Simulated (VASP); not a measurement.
# BAs (F-43m) in VASP: a series of runs

Aim: see how the results for BAs move with the level of theory and the settings. Levels: PBE, LDA. Tasks: single point.

Everything below comes from runs of VASP 6.6.1. Logs are shortened: lines on timing, memory, paths and dates and some standing lists are left out, and cuts for length are marked.

## 1. The cell of the first run

The structure is cubic, space group F-43m (No. 216). The conventional cell has a = 4.784 Å, b = 4.784 Å, c = 4.784 Å, α = 90.00°, β = 90.00°, γ = 90.00°. Within 2.7 Å of B (site symmetry -43m) lie 4 As at 2.07 Å. Within 2.7 Å of As (site symmetry -43m) lie 4 B at 2.07 Å.

## 2. Single point, PBE

The input, INCAR:

```
PREC = Accurate
ENCUT = 520
EDIFF = 1E-7
ISMEAR = 0
SIGMA = 0.01
LREAL = F
LASPH = T
NELM = 60
ALGO = Normal
ISIF = 2
LWAVE = F
LCHARG = T
GGA = PE
LELF = T
LVHAR = T
NBANDS = 11
```

The input, KPOINTS:

```
regular mesh
0
Gamma
  4 4 4
```

The input, POSCAR:

```
BAs
1.0
    0.0000000000      2.3918699032      2.3918699032
    2.3918699032      0.0000000000      2.3918699032
    2.3918699032      2.3918699032      0.0000000000
B As
1 1
Direct
    0.0000000000      0.0000000000      0.0000000000
    0.2500000000      0.2500000000      0.2500000000
```

Potentials or basis: VASP PAW PBE potentials, release 64 (B, As).

Started as:

```bash
> cat potpaw_PBE.64/B/POTCAR potpaw_PBE.64/As/POTCAR > POTCAR
> mpirun -np 1 vasp_std > vasp.out
```

OUTCAR:

```text
PREC = Accurate
   ENCUT = 520
   EDIFF = 1E-7
   ISMEAR = 0
   LREAL = F
   LASPH = T
   NELM = 60
   ISIF = 2
   GGA = PE

 ion  position               nearest neighbor table
   1  0.000  0.000  0.000-   2 2.07   2 2.07   2 2.07   2 2.07
   2  0.250  0.250  0.250-   1 2.07   1 2.07   1 2.07   1 2.07

  LATTYP: Found a face centered cubic cell.
 ALAT       =     4.7837398064

  Lattice vectors:

 A1 = (   0.0000000000,   2.3918699032,   2.3918699032)
 A2 = (   2.3918699032,   0.0000000000,   2.3918699032)
 A3 = (   2.3918699032,   2.3918699032,   0.0000000000)

Analysis of symmetry for initial positions (statically):
=====================================================================
 Subroutine PRICEL returns:
 Original cell was already a primitive cell.

 Routine SETGRP: Setting up the symmetry group for a
 face centered cubic supercell.

 Subroutine GETGRP returns: Found 24 space group operations
 (whereof 24 operations were pure point group operations)
 out of a pool of 48 trial point group operations.

The static configuration has the point symmetry T_d .

Analysis of symmetry for dynamics (positions and initial velocities):
=====================================================================
 Subroutine PRICEL returns:
 Original cell was already a primitive cell.

 Routine SETGRP: Setting up the symmetry group for a
 face centered cubic supercell.

 Subroutine GETGRP returns: Found 24 space group operations
 (whereof 24 operations were pure point group operations)
 out of a pool of 48 trial point group operations.

The dynamic configuration has the point symmetry T_d .

 Subroutine INISYM returns: Found 24 space group operations
 (whereof 24 operations are pure point group operations),
 and found     1 'primitive' translations

----------------------------------------------------------------------------------------

                                     Primitive cell

  volume of cell :      27.3680

  direct lattice vectors                    reciprocal lattice vectors
     0.000000000  2.391869903  2.391869903    -0.209041470  0.209041470  0.209041470
     2.391869903  0.000000000  2.391869903     0.209041470 -0.209041470  0.209041470
     2.391869903  2.391869903  0.000000000     0.209041470  0.209041470 -0.209041470

  length of vectors
     3.382614857  3.382614857  3.382614857     0.362070446  0.362070446  0.362070446

  position of ions in fractional coordinates (direct lattice)
     0.000000000  0.000000000  0.000000000
     0.250000000  0.250000000  0.250000000

  ion indices of the primitive-cell ions
   primitive index   ion index
                 1           1
                 2           2

----------------------------------------------------------------------------------------

 KPOINTS: regular mesh

Automatic generation of k-mesh.
 Grid dimensions read from file:
 generate k-points for:    4    4    4

 Generating k-lattice:

  Cartesian coordinates                     Fractional coordinates (reciprocal lattice)
    -0.052260367  0.052260367  0.052260367     0.250000000  0.000000000  0.000000000
     0.052260367 -0.052260367  0.052260367     0.000000000  0.250000000  0.000000000
     0.052260367  0.052260367 -0.052260367     0.000000000  0.000000000  0.250000000

  Length of vectors
     0.090517612  0.090517612  0.090517612

  Shift w.r.t. Gamma in fractional coordinates (k-lattice)
     0.000000000  0.000000000  0.000000000

 Subroutine IBZKPT returns following result:
 ===========================================

 Found      8 irreducible k-points:

 Following reciprocal coordinates:
            Coordinates               Weight
  0.000000  0.000000  0.000000      1.000000
  0.250000  0.000000  0.000000      8.000000
  0.500000  0.000000  0.000000      4.000000
  0.250000  0.250000  0.000000      6.000000
  0.500000  0.250000  0.000000     24.000000
 -0.250000  0.250000  0.000000     12.000000
  0.500000  0.500000  0.000000      3.000000
 -0.250000  0.500000  0.250000      6.000000
   k-points           NKPTS =      8   k-points in BZ     NKDIM =      8   number of bands    NBANDS=     11
   number of dos      NEDOS =    301   number of ions     NIONS =      2
   total plane-waves  NPLWV =  21952
   dimension x,y,z NGX =    28 NGY =   28 NGZ =   28
   dimension x,y,z NGXF=    56 NGYF=   56 NGZF=   56
   ions per type =               1   1
   NGX,Y,Z   is equivalent  to a cutoff of  13.76, 13.76, 13.76 a.u.
   NGXF,Y,Z  is equivalent  to a cutoff of  27.52, 27.52, 27.52 a.u.
 SYSTEM =  unknown system
   PREC   = accura    normal or accurate (medium, high low for compatibility)
   ISTART =      0    job   : 0-new  1-cont  2-samecut
   ICHARG =      2    charge: 1-file 2-atom 10-const
   ISPIN  =      1    spin polarized calculation?
   LNONCOLLINEAR =      F non collinear calculations
   LSORBIT =      F    spin-orbit coupling
   LASPH  =      T    aspherical Exc in radial PAW
   ENCUT  =  520.0 eV  38.22 Ry    6.18 a.u.   6.29  6.29  6.29*2*pi/ulx,y,z
   NELM   =     60;   NELMIN=  2; NELMDL= -5     # of ELM steps
   EDIFF  = 0.1E-06   stopping-criterion for ELM
   LREAL  =      F    real-space projection
   EDIFFG = 0.1E-05   stopping-criterion for IOM
   NSW    =      0    number of steps for IOM
   IBRION =     -1    ionic relax: 0-MD 1-quasi-New 2-CG
   NFREE  =      0    steps in history (QN), initial steepest desc. (CG)
   ISIF   =      2    stress and relaxation
   ISYM   =      2    0-nonsym 1-usesym 2-fastsym
   POTIM  = 0.5000    time-step for ionic-motion
   TEBEG  =    0.0;   TEEND  =   0.0 temperature during run
   PSTRESS=    0.0 pullay stress
   NELECT =       8.0000    total number of electrons
   NUPDOWN=      -1.0000    fix difference up-down
   EMIN   =  10.00;   EMAX   =-10.00  energy-range for DOS
   EFERMI =   0.00;   METHOD = LEGACY
   ISMEAR =     0;   SIGMA  =   0.01  broadening in eV -4-tet -1-fermi 0-gaus
   EFERMI_NEDOS =   21; number of points for ismear=-14 and -15
   IALGO  =     38    algorithm
   IMIX   =      4    mixing-type and parameters
     AMIX     =   0.40;   BMIX     =  1.00
     AMIX_MAG =   1.60;   BMIX_MAG =  1.00
  volume/ion in A,a.u.               =      13.68        92.34
  Fermi-wavevector in a.u.,A,eV,Ry     =   1.086486  2.053160 16.061008  1.180451
  Thomas-Fermi vector in A             =   2.222623
   LORBIT       =      0    0 simple, 1 ext, 2 COOP (PROOUT), +10 PAW based schemes
   GGA     = PE    functional components
   LHFCALC =     F    Hartree Fock is set to
   AEXX    =    0.0000 exact exchange contribution
   IVDW    =     0    specifies the selected vdW correction
   LEPSILON=     F    determine dielectric tensor
   LRPA    =     F    only Hartree local field effects (RPA)
 non-spin polarized calculation
 Gauss-broadening in eV      SIGMA  =   0.01
  energy-cutoff  :      520.00
  volume of cell :       27.37
 maximum number of plane-waves:       754
 NGX is ok and might be reduce to    28
   NGX = 13   NGY = 13   NGZ = 13

 number of electron       8.0000000 magnetization

 Free energy of the ion-electron system (eV)
  ---------------------------------------------------
  ext. energy  EPLUGINS =         0.00000000
  ---------------------------------------------------
  free energy    TOTEN  =       -11.23048468 eV

  energy without entropy =      -11.23048468  energy(sigma->0) =      -11.23048468

 E-fermi :   6.2499     XC(G=0): -10.5444

 val. band max:        6.1194966080   @ k =   0.0000   0.0000   0.0000
 cond. band min:       7.5350909246   @ k =   0.5000   0.5000   0.0000
 fundamental gap:      1.4155943166
 Fermi energy:         6.2499016218

 k-point     1 :       0.0000    0.0000    0.0000
  band No.  band energies     occupation
      1      -9.2551      2.00000
      2       6.1195      2.00000
      3       6.1195      2.00000
      4       6.1195      2.00000
      5       9.3740      0.00000
      6       9.3740      0.00000
      7       9.3740      0.00000
      8      10.7558      0.00000
      9      15.6769      0.00000
     10      19.0271      0.00000
     11      19.0271      0.00000

 k-point     2 :       0.2500    0.0000    0.0000
  band No.  band energies     occupation
      1      -8.2572      2.00000
      2       1.1853      2.00000
      3       4.9713      2.00000
      4       4.9713      2.00000
      5       9.1575      0.00000
      6      10.7475      0.00000
      7      10.7475      0.00000
      8      13.9893      0.00000
      9      17.3122      0.00000
     10      17.3122      0.00000
     11      17.3819      0.00000

 k-point     3 :       0.5000    0.0000    0.0000
  band No.  band energies     occupation
      1      -6.3967      2.00000
      2      -2.6504      2.00000
      3       4.3002      2.00000
      4       4.3002      2.00000
      5       8.7820      0.00000
      6      10.8768      0.00000
      7      10.8768      0.00000
      8      14.9669      0.00000
      9      18.8076      0.00000
     10      20.6425      0.00000
     11      20.6425      0.00000

 k-point     4 :       0.2500    0.2500    0.0000
  band No.  band energies     occupation
      1      -7.9137      2.00000
      2       2.0193      2.00000
      3       3.4189      2.00000
      4       3.4189      2.00000
      5       7.7628      0.00000
      6      10.6169      0.00000
      7      13.4834      0.00000
      8      13.4834      0.00000
      9      16.3601      0.00000
     10      19.9060      0.00000
     11      20.5153      0.00000

 k-point     5 :       0.5000    0.2500    0.0000
  band No.  band energies     occupation
      1      -5.9915      2.00000
      2      -1.5875      2.00000
      3       1.3919      2.00000
      4       2.9475      2.00000
      5       8.4946      0.00000
      6      11.9423      0.00000
      7      13.7600      0.00000
      8      13.9963      0.00000
      9      18.0807      0.00000
     10      21.0766      0.00000
     11      21.8063      0.00000

 k-point     6 :      -0.2500    0.2500    0.0000
  band No.  band energies     occupation
      1      -6.7452      2.00000
      2      -0.5167      2.00000
      3       1.0375      2.00000
      4       4.1540      2.00000
      5       9.6124      0.00000
      6      12.2032      0.00000
      7      13.0593      0.00000
      8      13.4783      0.00000
      9      16.4517      0.00000
     10      18.2255      0.00000
     11      21.7026      0.00000

 k-point     7 :       0.5000    0.5000    0.0000
  band No.  band energies     occupation
      1      -5.0855      2.00000
      2      -2.3949      2.00000
      3       2.0467      2.00000
      4       2.0467      2.00000
      5       7.5351      0.00000
      6       7.5508      0.00000
      7      17.4438      0.00000
      8      17.4438      0.00000
      9      18.9547      0.00000
     10      23.3209      0.00000
     11      23.8811      0.00000

 k-point     8 :      -0.2500    0.5000    0.2500
  band No.  band energies     occupation
      1      -4.9260      2.00000
      2      -1.9312      2.00000
      3       0.6410      2.00000
      4       0.9353      2.00000
      5      11.3536      0.00000
      6      12.0295      0.00000
      7      12.8955      0.00000
      8      13.1128      0.00000
      9      18.3671      0.00000
     10      21.5963      0.00000
     11      21.7643      0.00000

------------------------ aborting loop because EDIFF is reached ----------------------------------------

  FORCE on cell =-STRESS in cart. coord.  units (eV):
  Direction    XX          YY          ZZ          XY          YZ          ZX
  --------------------------------------------------------------------------------------
  -------------------------------------------------------------------------------------
  Total        0.5834516      0.5834516      0.5834516      0.0000000     -0.0000000     -0.0000000
  in kB       34.1564504     34.1564504     34.1564504      0.0000000     -0.0000000     -0.0000000
  external PRESSURE =      34.1564504 kB  Pullay stress =       0.0000000 kB

 VOLUME and BASIS-vectors are now :
 -----------------------------------------------------------------------------
  energy-cutoff  :      520.00
  volume of cell :       27.37
      direct lattice vectors                 reciprocal lattice vectors
     0.000000000  2.391869903  2.391869903    -0.209041470  0.209041470  0.209041470
     2.391869903  0.000000000  2.391869903     0.209041470 -0.209041470  0.209041470
     2.391869903  2.391869903  0.000000000     0.209041470  0.209041470 -0.209041470

 POSITION                                       TOTAL-FORCE (eV/Angst)
 -----------------------------------------------------------------------------------
      0.00000      0.00000      0.00000         0.000000      0.000000      0.000000
      1.19593      1.19593      1.19593        -0.000000     -0.000000     -0.000000
 -----------------------------------------------------------------------------------
    total drift:                               -0.000000     -0.000000     -0.000000

  FREE ENERGIE OF THE ION-ELECTRON SYSTEM (eV)
  ---------------------------------------------------
  free  energy   TOTEN  =       -11.2304846801 eV

  energy  without entropy=      -11.2304846801  energy(sigma->0) =      -11.23048468
```

Run time: 3.8 s. Hardware: 1 thread of AMD EPYC 9R45 (Zen 5), shared host; peak memory 0.12 GiB.

What came out:

```
Free energy            : -11.2305 eV
Pressure               : 3.4 GPa
Band gap on the k mesh : 1.42 eV, indirect (least direct gap 3.25 eV)
```

Levels at points of the mesh, in eV from the valence-band top:
| k point | band 1 | band 2 | band 3 | band 4 | band 5 | band 6 | band 7 | band 8 | band 9 |
| --- | --- | --- | --- | --- | --- | --- | --- | --- | --- |
| (0.00, 0.00, 0.00) | -15.37 | 0.00 | 0.00 | 0.00 | 3.25 | 3.25 | 3.25 | 4.64 | 9.56 |
| (0.50, 0.00, 0.00) | -12.52 | -8.77 | -1.82 | -1.82 | 2.66 | 4.76 | 4.76 | 8.85 | 12.69 |
| (0.50, 0.50, 0.00) | -11.21 | -8.51 | -4.07 | -4.07 | 1.42 | 1.43 | 11.32 | 11.32 | 12.84 |

Caveat: the k points lie up to 0.57 Å⁻¹ apart.

## 3. Single point, LDA

The input, INCAR:

```
  PREC = Accurate
  ENCUT = 520
  EDIFF = 1E-7
  ISMEAR = 0
  SIGMA = 0.01
  LREAL = F
  LASPH = T
  NELM = 60
  ALGO = Normal
  ISIF = 2
  LWAVE = F
  LCHARG = F
  NBANDS = 11
```

The input, KPOINTS:

```
Automatic mesh
0
Gamma
  4 4 4
```

POSCAR is that of step 2.

Potentials or basis: VASP PAW LDA potentials, release 64 (B, As).

Started as:

```bash
> cat potpaw_LDA.64/B/POTCAR potpaw_LDA.64/As/POTCAR > POTCAR
> mpirun -np 1 vasp_std > vasp.out
```

Run time: 2.6 s. Hardware: 1 thread of AMD EPYC 9R45 (Zen 5), shared host; peak memory 0.1 GiB.

The run converged. Its results:

```yaml
Free_energy: -12.7394 eV
Pressure: -3.1 GPa
Band_gap_on_the_k_mesh: 1.32 eV, indirect (least direct gap 3.23 eV)
```

Levels at points of the mesh, in eV from the valence-band top:
```tsv
k point	band 1	band 2	band 3	band 4	band 5	band 6	band 7	band 8
(0.00, 0.00, 0.00)	-15.35	0.00	0.00	0.00	3.23	3.23	3.23	4.64
(0.50, 0.00, 0.00)	-12.51	-8.74	-1.81	-1.81	2.66	4.72	4.72	8.66
(0.50, 0.50, 0.00)	-11.23	-8.41	-4.07	-4.07	1.32	1.39	11.19	11.19
```

Caveat: the k points lie up to 0.57 Å⁻¹ apart.

## 4. Single point, PBE

The input, INCAR:

```
SYSTEM = BAs
PREC     = Accurate       ! precision mode
ENCUT    = 520            ! plane-wave cutoff, eV
EDIFF    = 1E-6           ! SCF threshold, eV
ISMEAR   = 0              ! smearing method
SIGMA    = 0.01           ! smearing width, eV
LREAL    = .False.        ! projectors in reciprocal space
LASPH    = .True.         ! aspherical terms in the spheres
NELM     = 100            ! most SCF steps
ALGO     = Normal         ! electronic algorithm
ISIF     = 2              ! what is computed and relaxed
LWAVE    = .False.        ! write WAVECAR
LCHARG   = .True.         ! write CHGCAR
GGA      = PE             ! functional
LELF     = .True.         ! ELF
LVHAR    = .True.       
NBANDS   = 11             ! bands
```

The input, KPOINTS:

```
Automatic mesh
0
Gamma
  4 4 4
  0 0 0
```

POSCAR is that of step 3.

Potentials or basis: VASP PAW PBE potentials, release 64 (B, As).

Started as:

```bash
> cat potpaw_PBE.64/B/POTCAR potpaw_PBE.64/As/POTCAR > POTCAR
> mpirun -np 1 vasp_std > vasp.out
```

OUTCAR:

```text
SYSTEM = BAs
   PREC = Accurate
   ENCUT = 520
   EDIFF = 1E-6
   ISMEAR = 0
   LREAL = .False.
   LASPH = .True.
   NELM = 100
   ISIF = 2
   GGA = PE

 ion  position               nearest neighbor table
   1  0.000  0.000  0.000-   2 2.07   2 2.07   2 2.07   2 2.07
   2  0.250  0.250  0.250-   1 2.07   1 2.07   1 2.07   1 2.07

  LATTYP: Found a face centered cubic cell.
 ALAT       =     4.7837398064

  Lattice vectors:

 A1 = (   0.0000000000,   2.3918699032,   2.3918699032)
 A2 = (   2.3918699032,   0.0000000000,   2.3918699032)
 A3 = (   2.3918699032,   2.3918699032,   0.0000000000)

Analysis of symmetry for initial positions (statically):
=====================================================================
 Subroutine PRICEL returns:
 Original cell was already a primitive cell.

 Routine SETGRP: Setting up the symmetry group for a
 face centered cubic supercell.

 Subroutine GETGRP returns: Found 24 space group operations
 (whereof 24 operations were pure point group operations)
 out of a pool of 48 trial point group operations.

The static configuration has the point symmetry T_d .

Analysis of symmetry for dynamics (positions and initial velocities):
[... 153 lines left out ...]
      2       6.1196      2.00000
      3       6.1196      2.00000
      4       6.1196      2.00000
      5       9.3741      0.00000
      6       9.3741      0.00000
      7       9.3741      0.00000
      8      10.7560      0.00000
      9      15.6769      0.00000
     10      19.0272      0.00000
     11      19.0272      0.00000
[... 85 lines left out ...]
 k-point     8 :      -0.2500    0.5000    0.2500
  band No.  band energies     occupation
      1      -4.9258      2.00000
      2      -1.9311      2.00000
      3       0.6410      2.00000
      4       0.9354      2.00000
      5      11.3537      0.00000
      6      12.0297      0.00000
      7      12.8955      0.00000
      8      13.1129      0.00000
      9      18.3672      0.00000
     10      21.5964      0.00000
     11      21.7644      0.00000

------------------------ aborting loop because EDIFF is reached ----------------------------------------

  FORCE on cell =-STRESS in cart. coord.  units (eV):
  Direction    XX          YY          ZZ          XY          YZ          ZX
  --------------------------------------------------------------------------------------
  -------------------------------------------------------------------------------------
  Total        0.5824501      0.5824501      0.5824501      0.0000000      0.0000000      0.0000000
  in kB       34.0978243     34.0978243     34.0978243      0.0000000      0.0000000      0.0000000
  external PRESSURE =      34.0978243 kB  Pullay stress =       0.0000000 kB

 VOLUME and BASIS-vectors are now :
 -----------------------------------------------------------------------------
  energy-cutoff  :      520.00
  volume of cell :       27.37
      direct lattice vectors                 reciprocal lattice vectors
     0.000000000  2.391869903  2.391869903    -0.209041470  0.209041470  0.209041470
     2.391869903  0.000000000  2.391869903     0.209041470 -0.209041470  0.209041470
     2.391869903  2.391869903  0.000000000     0.209041470  0.209041470 -0.209041470

 POSITION                                       TOTAL-FORCE (eV/Angst)
 -----------------------------------------------------------------------------------
      0.00000      0.00000      0.00000         0.000000      0.000000      0.000000
      1.19593      1.19593      1.19593        -0.000000     -0.000000     -0.000000
 -----------------------------------------------------------------------------------
    total drift:                               -0.000000     -0.000000     -0.000000

  FREE ENERGIE OF THE ION-ELECTRON SYSTEM (eV)
  ---------------------------------------------------
  free  energy   TOTEN  =       -11.2304846489 eV

  energy  without entropy=      -11.2304846489  energy(sigma->0) =      -11.23048465
```

Wall time 3.6 s (1 thread of AMD EPYC 9R45 (Zen 5), shared host); peak memory 0.12 GiB.

What came out:

* Free energy: -11.2305 eV
* Pressure: 3.4 GPa
* Band gap on the k mesh: 1.42 eV, indirect (least direct gap 3.25 eV)

Caveat: the k points lie up to 0.57 Å⁻¹ apart.
